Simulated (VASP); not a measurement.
A run of VASP 6.6.1 is set up as follows.

The input INCAR:

```
SYSTEM = K8LiNb7O24
PREC = Accurate
ENCUT = 650
EDIFF = 1E-6
ISMEAR = -1
SIGMA = 0.05
LREAL = Auto
LASPH = .True.
NELM = 120
ALGO = Normal
ISIF = 2
LWAVE = .False.
LCHARG = .False.
GGA = PS
NBANDS = 181
ISYM = 0
GGA_COMPAT = .False.
```

KPOINTS

```
Automatic mesh
0
Gamma
  1 1 1
  0.25 0.25 0.25
```

The input POSCAR:

```
K8LiNb7O24
1.0
    7.9729600000      0.0000000000      0.0000000000
    0.0000000000      7.9729600000      0.0000000000
    0.0000000000      0.0000000000      7.9729600000
K Li Nb O
8 1 7 24
Direct
    0.9910240000      0.9863020000      0.0028180000
    0.0009200000      0.0017370000      0.4861830000
    0.9865620000      0.5084300000      0.0050330000
    0.9956300000      0.4982690000      0.4948670000
    0.5029680000      0.9741220000      0.0000240000
    0.4921130000      0.9979920000      0.5003650000
    0.5083120000      0.5235730000      0.0092980000
    0.2492620000      0.2577950000      0.1627040000
    0.4099430000      0.4230140000      0.4615570000
    0.2306520000      0.2390100000      0.7265210000
    0.2397230000      0.7547620000      0.2463710000
    0.2370100000      0.7374680000      0.7460220000
    0.7438510000      0.2426990000      0.2443100000
    0.7594670000      0.2388500000      0.7515870000
    0.7412110000      0.7441870000      0.2506290000
    0.7384450000      0.7378600000      0.7423750000
    0.4129230000      0.2552750000      0.9025530000
    0.2415500000      0.2480080000      0.5045310000
    0.2479870000      0.7383020000      0.0034340000
    0.2401900000      0.7596650000      0.5116710000
    0.7305410000      0.2509620000      0.0035960000
    0.7567840000      0.2458630000      0.5204190000
    0.7520730000      0.7535440000      0.0088310000
    0.7574940000      0.7580450000      0.5073780000
    0.9704930000      0.2816800000      0.2586840000
    0.0014380000      0.2525690000      0.7904060000
    0.9987770000      0.7517700000      0.2562520000
    0.9992920000      0.7514620000      0.7606520000
    0.5196410000      0.3013630000      0.2951860000
    0.4995740000      0.2574720000      0.7441050000
    0.5051930000      0.7513730000      0.2582940000
    0.5006510000      0.7519020000      0.7549270000
    0.2840890000      0.9800220000      0.2546130000
    0.2432170000      0.0018670000      0.7599320000
    0.2949420000      0.5269470000      0.2916440000
    0.2436260000      0.4967960000      0.7465070000
    0.7434460000      0.0025740000      0.2587960000
    0.7533780000      0.0015300000      0.7620480000
    0.7465150000      0.5079050000      0.2570190000
    0.7565220000      0.5021750000      0.7598210000
```

Potentials or basis: VASP PAW PBE potentials, release 64 (K_sv, Li_sv, Nb_sv, O).

The run is started by

```sh
$ cat potpaw_PBE.64/K_sv/POTCAR potpaw_PBE.64/Li_sv/POTCAR potpaw_PBE.64/Nb_sv/POTCAR potpaw_PBE.64/O/POTCAR > POTCAR
$ mpirun -np 1 vasp_std > vasp.out
```

Task: Predict the pressure.

Result: 7.2 GPa.

Task: What does it give for the largest force?

Result: 0.282 eV/Å.

Task: What does it give for the band gap on the k mesh?

Result: 0.13 eV.

Stress tensor (GPa, compression positive):
```
8.80 0.13 0.46
0.13 7.26 0.56
0.46 0.56 5.53
```

Caveat: the PAW data sets were made with another functional, which shifts forces and pressure a little.
